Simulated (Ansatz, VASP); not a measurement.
## Pt: VASP beside Ansatz

```
Pt
1.0
     4.50061    0.00000    0.00000
    -2.25030    3.89764    0.00000
     0.00000    0.00000    2.68115
Pt
3
Direct
  0.00000 0.00000 0.00000
  0.33333 0.66667 0.50000
  0.66667 0.33333 0.50000
```

Alike in both runs: task single point; functional r2SCAN; k mesh 11 × 11 × 15; occupations fermi-dirac, width 0.05 eV; collinear spin.

|  | VASP | Ansatz |
| --- | --- | --- |
| version | VASP 6.6.1 | Ansatz 0.2.0 |
| potentials or method | VASP PAW PBE potentials, release 64 (Pt), cutoff 520 eV | plane waves (500 eV) with PAW, scalar-relativistic |
| valence electrons in the cell | 30 | 54 |

```csv
,VASP,Ansatz,Ansatz less VASP
net moment per atom (μB),0.00,0.21,+0.214
size of the moment on the site where the two differ most (μB),0.00,0.25,+0.252
```

The net moments are unlike, so the other rows may belong to different states. VASP's potentials were made for PBE, not for r2SCAN. Site moments also hang on the region over which each program counts them. VASP's potentials hold 30 valence electrons a cell and Ansatz's 54, so a difference there can come from the potentials and not from the codes. Ansatz's warnings: stability check not made.

Neither program's run includes spin-orbit coupling.
